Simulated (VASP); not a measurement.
# GaN (gw.c) (F-43m) in VASP: further runs

GaN (gw.c) is run at these levels: PBE; tasks: single point.

All numbers are computed with VASP 6.6.1; they aren't measurements. Logs are shortened: lines on timing, memory, paths and dates and some standing lists are left out, and cuts for length are marked.

## Step 1: The cell of the first run

It takes space group F-43m (No. 216, cubic). Conventional cell: a = 4.548 Å, b = 4.548 Å, c = 4.548 Å, α = 90.00°, β = 90.00°, γ = 90.00°. Ga (site symmetry -43m) has 4 N at 1.97 Å within 2.6 Å. N (site symmetry -43m) has 4 Ga at 1.97 Å within 2.6 Å.

## Step 2: Single point, PBE

File INCAR:

```
ALGO = Normal
EDIFF = 1E-6
ENCUT = 600
GGA = PE
GGA_COMPAT = F
ISIF = 2
ISMEAR = 0
LASPH = T
LCHARG = F
LREAL = F
LWAVE = F
NBANDS = 16
NELM = 120
PREC = Accurate
SIGMA = 0.01
```

File KPOINTS:

```
k-points
0
Gamma
  4 4 4
```

File POSCAR:

```
GaN
1.0
    0.0000000000      2.2742384986      2.2742384986
    2.2742384986      0.0000000000      2.2742384986
    2.2742384986      2.2742384986      0.0000000000
Ga N
1 1
Direct
    0.0000000000      0.0000000000      0.0000000000
    0.7500000000      0.7500000000      0.7500000000
```

Potentials or basis: VASP PAW PBE potentials, release 64 (Ga_d, N).

Started as:

```console
$ cat potpaw_PBE.64/Ga_d/POTCAR potpaw_PBE.64/N/POTCAR > POTCAR
$ mpirun -np 1 vasp_std > vasp.out
```

OUTCAR:

```text
EDIFF = 1E-6
   ENCUT = 600
   GGA = PE
   ISIF = 2
   ISMEAR = 0
   LASPH = T
   LREAL = F
   NELM = 120
   PREC = Accurate

 ion  position               nearest neighbor table
   1  0.000  0.000  0.000-   2 1.97   2 1.97   2 1.97   2 1.97
   2  0.750  0.750  0.750-   1 1.97   1 1.97   1 1.97   1 1.97

  LATTYP: Found a face centered cubic cell.
 ALAT       =     4.5484769972

  Lattice vectors:

 A1 = (   0.0000000000,   2.2742384986,   2.2742384986)
 A2 = (   2.2742384986,   0.0000000000,   2.2742384986)
 A3 = (   2.2742384986,   2.2742384986,   0.0000000000)

Analysis of symmetry for initial positions (statically):
=====================================================================
 Subroutine PRICEL returns:
 Original cell was already a primitive cell.

 Routine SETGRP: Setting up the symmetry group for a
 face centered cubic supercell.

 Subroutine GETGRP returns: Found 24 space group operations
 (whereof 24 operations were pure point group operations)
 out of a pool of 48 trial point group operations.

The static configuration has the point symmetry T_d .

Analysis of symmetry for dynamics (positions and initial velocities):
=====================================================================
 Subroutine PRICEL returns:
 Original cell was already a primitive cell.

 Routine SETGRP: Setting up the symmetry group for a
 face centered cubic supercell.

 Subroutine GETGRP returns: Found 24 space group operations
 (whereof 24 operations were pure point group operations)
 out of a pool of 48 trial point group operations.

The dynamic configuration has the point symmetry T_d .

 Subroutine INISYM returns: Found 24 space group operations
 (whereof 24 operations are pure point group operations),
 and found     1 'primitive' translations

----------------------------------------------------------------------------------------

                                     Primitive cell

  volume of cell :      23.5255

  direct lattice vectors                    reciprocal lattice vectors
     0.000000000  2.274238499  2.274238499    -0.219853811  0.219853811  0.219853811
     2.274238499  0.000000000  2.274238499     0.219853811 -0.219853811  0.219853811
     2.274238499  2.274238499  0.000000000     0.219853811  0.219853811 -0.219853811

  length of vectors
     3.216258929  3.216258929  3.216258929     0.380797970  0.380797970  0.380797970

  position of ions in fractional coordinates (direct lattice)
     0.000000000  0.000000000  0.000000000
     0.750000000  0.750000000  0.750000000

[... 60 lines left out ...]
   LREAL  =      F    real-space projection
   EDIFFG = 0.1E-04   stopping-criterion for IOM
   NSW    =      0    number of steps for IOM
   IBRION =     -1    ionic relax: 0-MD 1-quasi-New 2-CG
   NFREE  =      0    steps in history (QN), initial steepest desc. (CG)
   ISIF   =      2    stress and relaxation
   ISYM   =      2    0-nonsym 1-usesym 2-fastsym
   POTIM  = 0.5000    time-step for ionic-motion
   TEBEG  =    0.0;   TEEND  =   0.0 temperature during run
   PSTRESS=    0.0 pullay stress
   NELECT =      18.0000    total number of electrons
   NUPDOWN=      -1.0000    fix difference up-down
   EMIN   =  10.00;   EMAX   =-10.00  energy-range for DOS
   EFERMI =   0.00;   METHOD = LEGACY
   ISMEAR =     0;   SIGMA  =   0.01  broadening in eV -4-tet -1-fermi 0-gaus
   EFERMI_NEDOS =   21; number of points for ismear=-14 and -15
   IALGO  =     38    algorithm
   IMIX   =      4    mixing-type and parameters
     AMIX     =   0.40;   BMIX     =  1.00
     AMIX_MAG =   1.60;   BMIX_MAG =  1.00
  volume/ion in A,a.u.               =      11.76        79.38
  Fermi-wavevector in a.u.,A,eV,Ry     =   1.497337  2.829557 30.504523  2.242019
  Thomas-Fermi vector in A             =   2.609238
   LORBIT       =      0    0 simple, 1 ext, 2 COOP (PROOUT), +10 PAW based schemes
   GGA     = PE    functional components
   LHFCALC =     F    Hartree Fock is set to
   AEXX    =    0.0000 exact exchange contribution
   IVDW    =     0    specifies the selected vdW correction
   LEPSILON=     F    determine dielectric tensor
   LRPA    =     F    only Hartree local field effects (RPA)
 non-spin polarized calculation
 Gauss-broadening in eV      SIGMA  =   0.01
  energy-cutoff  :      600.00
  volume of cell :       23.53
 maximum number of plane-waves:       817
 NGX is ok and might be reduce to    28
   NGX = 13   NGY = 13   NGZ = 13

 number of electron      18.0000002 magnetization

 Free energy of the ion-electron system (eV)
  ---------------------------------------------------
  ext. energy  EPLUGINS =         0.00000000
  ---------------------------------------------------
  free energy    TOTEN  =       -12.09124199 eV

  energy without entropy =      -12.09124199  energy(sigma->0) =      -12.09124199

 E-fermi :   5.1201     XC(G=0): -11.5097

 val. band max:        5.0354441756   @ k =   0.0000   0.0000   0.0000
 cond. band min:       6.5619496991   @ k =   0.0000   0.0000   0.0000
 fundamental gap:      1.5265055236
 Fermi energy:         5.1200566068

 k-point     1 :       0.0000    0.0000    0.0000
  band No.  band energies     occupation
      1     -10.6810      2.00000
      2      -8.4367      2.00000
      3      -8.4367      2.00000
      4      -8.4367      2.00000
      5      -8.1456      2.00000
      6      -8.1456      2.00000
[... 129 lines left out ...]
      3      -8.2787      2.00000
      4      -8.1371      2.00000
      5      -8.1344      2.00000
      6      -6.1837      2.00000
[... 8 lines left out ...]
     15      24.1113      0.00000
     16      28.1608      0.00000

------------------------ aborting loop because EDIFF is reached ----------------------------------------

  FORCE on cell =-STRESS in cart. coord.  units (eV):
  Direction    XX          YY          ZZ          XY          YZ          ZX
  --------------------------------------------------------------------------------------
  -------------------------------------------------------------------------------------
  Total       -0.0214931     -0.0214931     -0.0214931      0.0000000      0.0000000      0.0000000
  in kB       -1.4637680     -1.4637680     -1.4637680      0.0000000      0.0000000      0.0000000
  external PRESSURE =      -1.4637680 kB  Pullay stress =       0.0000000 kB

 VOLUME and BASIS-vectors are now :
 -----------------------------------------------------------------------------
  energy-cutoff  :      600.00
  volume of cell :       23.53
      direct lattice vectors                 reciprocal lattice vectors
     0.000000000  2.274238499  2.274238499    -0.219853811  0.219853811  0.219853811
     2.274238499  0.000000000  2.274238499     0.219853811 -0.219853811  0.219853811
     2.274238499  2.274238499  0.000000000     0.219853811  0.219853811 -0.219853811

 POSITION                                       TOTAL-FORCE (eV/Angst)
 -----------------------------------------------------------------------------------
      0.00000      0.00000      0.00000        -0.000000      0.000000      0.000000
      3.41136      3.41136      3.41136         0.000000     -0.000000     -0.000000
 -----------------------------------------------------------------------------------
    total drift:                               -0.000000     -0.000000     -0.000000

  FREE ENERGIE OF THE ION-ELECTRON SYSTEM (eV)
  ---------------------------------------------------
  free  energy   TOTEN  =       -12.0912419883 eV

  energy  without entropy=      -12.0912419883  energy(sigma->0) =      -12.09124199
```

It used 10 s of CPU time on 1 thread of AMD EPYC 7R13 Processor (Zen 3), with other jobs on the host.

Results:

```yaml
Free_energy: -12.0912 eV
Pressure: -0.1 GPa
Band_gap_on_the_k_mesh: 1.53 eV, direct
```

Caveat: the k points lie up to 0.60 Å⁻¹ apart. As with any semilocal functional, this PBE gap is likely too small.

## Step 3: Single point, PBE

File INCAR:

```
PREC     = Accurate       # precision mode
ENCUT    = 600            # plane-wave cutoff, eV
EDIFF    = 1E-6           # SCF threshold, eV
ISMEAR   = 0              # smearing method
SIGMA    = 0.01           # smearing width, eV
LREAL    = F              # projectors in reciprocal space
LASPH    = T              # aspherical terms in the spheres
NELM     = 120            # most SCF steps
ALGO     = Normal         # electronic algorithm
ISIF     = 2              # what is computed and relaxed
LWAVE    = F              # write WAVECAR
LCHARG   = F              # write CHGCAR
GGA      = PE             # functional
NBANDS   = 16             # bands
GGA_COMPAT= F
```

File KPOINTS:

```
Automatic mesh
0
Gamma
  6 6 6
```

POSCAR is that of step 2.

Potentials or basis: VASP PAW PBE potentials, release 64 (Ga_d, N).

Started as:

```console
$ cat potpaw_PBE.64/Ga_d/POTCAR potpaw_PBE.64/N/POTCAR > POTCAR
$ mpirun -np 1 vasp_std > vasp.out
```

It used 43 s of CPU time on 1 thread of AMD EPYC 7R13 Processor (Zen 3), on a shared host.

The run converged. Its results:

```
Free energy            : -12.1503 eV
Pressure               : -0.1 GPa
Band gap on the k mesh : 1.54 eV, direct
```

Levels at points of the mesh, in eV from the valence-band top:
```tsv
k point	band 6	band 7	band 8	band 9	band 10	band 11	band 12	band 13
(0.00, 0.00, 0.00)	-13.14	0.00	0.00	0.00	1.54	10.12	10.12	10.12
(0.50, 0.00, 0.00)	-11.89	-6.86	-0.93	-0.93	4.45	8.59	10.22	10.22
(0.50, 0.50, 0.00)	-11.46	-6.01	-2.61	-2.61	3.34	6.49	11.52	13.67
```
